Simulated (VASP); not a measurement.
Here is a VASP 6.6.1 calculation.

INCAR

```
PREC = Accurate ; ENCUT = 520
EDIFF = 1E-7 ; ISMEAR = 0
SIGMA = 0.1 ; LREAL = F
LASPH = T ; NELM = 100
ALGO = Fast ; ISIF = 2
LWAVE = F ; LCHARG = T
GGA = PE ; LELF = T
LVHAR = T ; NBANDS = 17
```

KPOINTS

```
regular mesh
0
Gamma
  18 18 10
```

The input POSCAR:

```
Pt
1.0
    2.8287988432      0.0000000000      0.0000000000
   -1.4143994216      2.4498116604      0.0000000000
    0.0000000000      0.0000000000      4.4791118071
Pt
2
Direct
    0.6666666700      0.3333333300      0.7500000000
    0.3333333300      0.6666666700      0.2500000000
```

Potentials or basis: VASP PAW PBE potentials, release 64 (Pt).

Command:

```bash
$ cat potpaw_PBE.64/Pt/POTCAR > POTCAR
$ mpirun -np 1 vasp_std > vasp.out
```

Task: What does it give for the pressure?

Result: 3.7 GPa.

Task: Predict the band gap on the k mesh.

Result: Zero (bands 10 and 11 overlap by 1.17 eV).

Stress tensor (GPa, compression positive):
```
 0.26  0.00  0.00
 0.00  0.26  0.00
 0.00  0.00 10.46
```

Caveat: the cell differs from its parent crystal (strained); the stress differs along the axes, from 0 to 10 GPa; spin-orbit coupling is left out, which moves the levels of the heavy elements.
